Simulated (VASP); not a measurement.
Here is a VASP 6.6.1 calculation.

File INCAR:

```
ALGO = Normal
EDIFF = 1E-6
ENCUT = 520
GGA = PE
ISIF = 2
ISMEAR = 0
LASPH = T
LCHARG = T
LELF = T
LREAL = F
LVHAR = T
LWAVE = F
NBANDS = 33
NELM = 100
PREC = Accurate
SIGMA = 0.15
```

File KPOINTS:

```
k-points
0
Gamma
  12 12 18
```

POSCAR

```
MoN2
1.0
    4.3330619473      0.0000000000      0.0000000000
    0.0000000000      4.3330619473      0.0000000000
    0.0000000000      0.0000000000      2.7518917152
Mo N
2 4
Direct
    0.5000000000      0.5000000000      0.0000000000
    0.0000000000      0.0000000000      0.0000000000
    0.8879039728      0.3879039728      0.6362698968
    0.1120960272      0.6120960272      0.6362698968
    0.3879039728      0.1120960272      0.6362698968
    0.6120960272      0.8879039728      0.6362698968
```

Potentials or basis: VASP PAW PBE potentials, release 64 (Mo_sv, N).

Run with:

```console
$ cat potpaw_PBE.64/Mo_sv/POTCAR potpaw_PBE.64/N/POTCAR > POTCAR
$ mpirun -np 1 vasp_std > vasp.out
```

Problem. What does it give for the band gap on the k mesh?

Solution. Zero (bands 24 and 25 overlap by 2.94 eV).

Problem. Estimate the largest force.

Solution. 3.290 eV/Å.

Problem. Predict the pressure.

Solution. 23.0 GPa.

Stress tensor (GPa, compression positive):
```
23.65  0.00  0.00
 0.00 23.65  0.00
 0.00  0.00 21.67
```

Caveat: the cell differs from its parent crystal (all N atoms moved +0.375 Å, as atom 3 along Cartesian [0 0 1]); the cell stands under pressure; forces of over 1 eV/Å act on the atoms, so gaps and moduli don't describe the material at rest.
